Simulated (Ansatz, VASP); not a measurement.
## SiRu: VASP beside Ansatz

INCAR

```
SYSTEM = SiRu
ALGO = Normal
EDIFF = 1E-6
ENCUT = 500
GGA = PE
GGA_COMPAT = .False.
ISIF = 2
ISMEAR = -1
LASPH = .True.
LCHARG = .False.
LREAL = .False.
LWAVE = .False.
NBANDS = 46
NELM = 120
PREC = Accurate
SIGMA = 0.02
```

KPOINTS

```
k-points
0
Gamma
  6 6 6
  0 0 0
```

The input POSCAR:

```
SiRu
1.0
    4.7048235956      0.0000000000      0.0000000000
    0.0000000000      4.7048235956      0.0000000000
    0.0000000000      0.0000000000      4.7048235956
Si Ru
4 4
Direct
    0.1624240174      0.3375759826      0.6624240174
    0.3375759826      0.6624240174      0.1624240174
    0.6624240174      0.1624240174      0.3375759826
    0.8375759826      0.8375759826      0.8375759826
    0.8705990389      0.6294009611      0.3705990389
    0.6294009611      0.3705990389      0.8705990389
    0.3705990389      0.8705990389      0.6294009611
    0.1294009611      0.1294009611      0.1294009611
```

Input for Ansatz:

```yaml
crystal:
  lattice:
    - [4.7048235956, 0.0, 0.0]
    - [0.0, 4.7048235956, 0.0]
    - [0.0, 0.0, 4.7048235956]
  atoms:
    - { symbol: Si, position: [0.1624240174, 0.3375759826, 0.6624240174] }
    - { symbol: Si, position: [0.3375759826, 0.6624240174, 0.1624240174] }
    - { symbol: Si, position: [0.6624240174, 0.1624240174, 0.3375759826] }
    - { symbol: Si, position: [0.8375759826, 0.8375759826, 0.8375759826] }
    - { symbol: Ru, position: [0.8705990389, 0.6294009611, 0.3705990389] }
    - { symbol: Ru, position: [0.6294009611, 0.3705990389, 0.8705990389] }
    - { symbol: Ru, position: [0.3705990389, 0.8705990389, 0.6294009611] }
    - { symbol: Ru, position: [0.1294009611, 0.1294009611, 0.1294009611] }
kpoints:
  mp_grid: { grid: [6, 6, 6] }
  band_path:
    path:
      - [[0.0, 0.0, 0.0], [1.662750147665e-50, 0.5, 1.151303095334e-35], [0.5, 0.5, 1.274961575944e-34], [0.0, 0.0, 0.0], [0.5, 0.5, 0.5], [1.662750147665e-50, 0.5, 1.151303095334e-35]]
      - [[0.5, 0.5, 0.5], [0.5, 0.5, 1.274961575944e-34], [0.5, 1.43273274086e-34, 1.15983126641e-34]]
    npoints: 10
hamiltonian:
  xc: pbe
scf:
  occupations: { method: fermi_dirac, width: 0.02 }
  n_extra_bands: 6
output:
  forces: true
  stress: true
  eigenvalues: true
```

Alike in both runs: task single point; functional PBE; k mesh 6 × 6 × 6; occupations fermi-dirac, width 0.02 eV; no spin polarisation.

|  | VASP | Ansatz |
| --- | --- | --- |
| version | VASP 6.6.1 | Ansatz 0.2.0 |
| potentials or method | VASP PAW PBE potentials, release 64 (Si, Ru_pv) | plane waves, PAW |
| plane-wave cutoff (eV) | 500 | 420 |
| valence electrons in the cell | 72 | 80 |

Ansatz gave:

* pressure (GPa): 4.9
* rms of the force components (eV/Å): 0.056

**Question.** What did VASP give for the same quantities?

**Answer.** Pressure (GPa): 5.0; rms of the force components (eV/Å): 0.061.

Atom by atom the forces differ by 0.006 eV/Å (rms over components). The functional is the same, so the differences come from potentials, cutoffs and numerics. VASP's potentials hold 72 valence electrons a cell and Ansatz's 80, so a difference there can come from the potentials and not from the codes.
